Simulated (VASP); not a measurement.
Runs of VASP 6.6.1 on MoS2. It takes space group P-6m2 (No. 187, hexagonal). The conventional cell has a = 3.171 Å, b = 3.171 Å, c = 6.810 Å, α = 90.00°, β = 90.00°, γ = 120.00°. Within 3.2 Å of Mo (site symmetry -6m2) lie 6 S at 2.40 Å and 6 Mo at 3.17 Å. Within 3.2 Å of S (site symmetry 3m) lie 3 Mo at 2.40 Å and 7 S at 3.11 to 3.17 Å. 

```tsv
level	potentials or basis	k mesh	gap on the mesh (eV)	pressure (GPa)	largest force (eV/Å)
PBE	VASP PAW PBE potentials, release 64 (Mo_sv, S)	6 × 6 × 2	1.28	2.0	0.12
r2SCAN	VASP PAW PBE potentials, release 64 (Mo_sv, S)	9 × 9 × 4	1.36	(a)	0.04
r2SCAN	VASP PAW PBE potentials, release 64 (Mo_sv, S)	6 × 6 × 2	1.36	(b)	0.04
LDA	VASP PAW LDA potentials, release 64 (Mo_sv, S)	6 × 6 × 2	1.24	(c)	0.37
```

Alike in all rows: task single point; no spin polarisation; cell as given; cutoff (eV) 520; smearing gaussian 0.01 eV.

Task: Fill in the values left out.

Result: (a) 1.0; (b) 1.1; (c) -4.4.

Caveats: some runs use coarse meshes; the PAW data sets were made with another functional, which shifts forces and pressure a little (some runs); this functional lacks dispersion, which binds the layers, so the pressure and a relaxed spacing across them are unreliable (some runs).

A k mesh can miss the band edges, and the runs leave out spin-orbit coupling on Mo.
